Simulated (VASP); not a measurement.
Wanted: the native input for a VASP 6.6.1 run.

| Property | Result |
| --- | --- |
| Task | single point |
| Functional | LDA |
| Potentials or basis | VASP PAW LDA potentials, release 64 (B, N) |
| Cutoff | 600 eV |
| k mesh | 12 × 12 × 12 |
| Occupations | gaussian, width 0.01 eV |
| Spin | no spin polarisation |
| Dipole correction | no |
| Further INCAR settings | ALGO = Normal; EDIFF = 1e-06; NBANDS = 11 |

The structure of BN lies in POSCAR:

```
BN
1.0
    0.0000000000      1.7638200000      1.7638200000
    1.7638200000      0.0000000000      1.7638200000
    1.7638200000      1.7638200000      0.0000000000
B N
1 1
Direct
    0.0000000000      0.0000000000      0.0000000000
    0.2500000000      0.2500000000      0.2500000000
```

The input as run:

INCAR

```
  PREC = Accurate
  ENCUT = 600
  EDIFF = 1E-6
  ISMEAR = 0
  SIGMA = 0.01
  LREAL = F
  LASPH = T
  NELM = 120
  ALGO = Normal
  ISIF = 2
  LWAVE = F
  LCHARG = T
  LELF = T
  LVHAR = T
  NBANDS = 11
  GGA_COMPAT = F
```

KPOINTS

```
Automatic mesh
0
Gamma
  12 12 12
```

Potentials or basis: VASP PAW LDA potentials, release 64 (B, N).

Command:

```sh
$ cat potpaw_LDA.64/B/POTCAR potpaw_LDA.64/N/POTCAR > POTCAR
$ mpirun -np 1 vasp_std > vasp.out
```

Results of the run:

* Pressure: 20.4 GPa
* Band gap on the k mesh: 4.43 eV (least direct gap 9.03 eV)

Caveat: the cell stands under pressure.

It took 6.6 s on 1 thread of Intel(R) Xeon(R) Platinum 8259CL CPU @ 2.50GHz (Skylake/Cascade Lake) (shared host), peak memory 0.12 GiB.
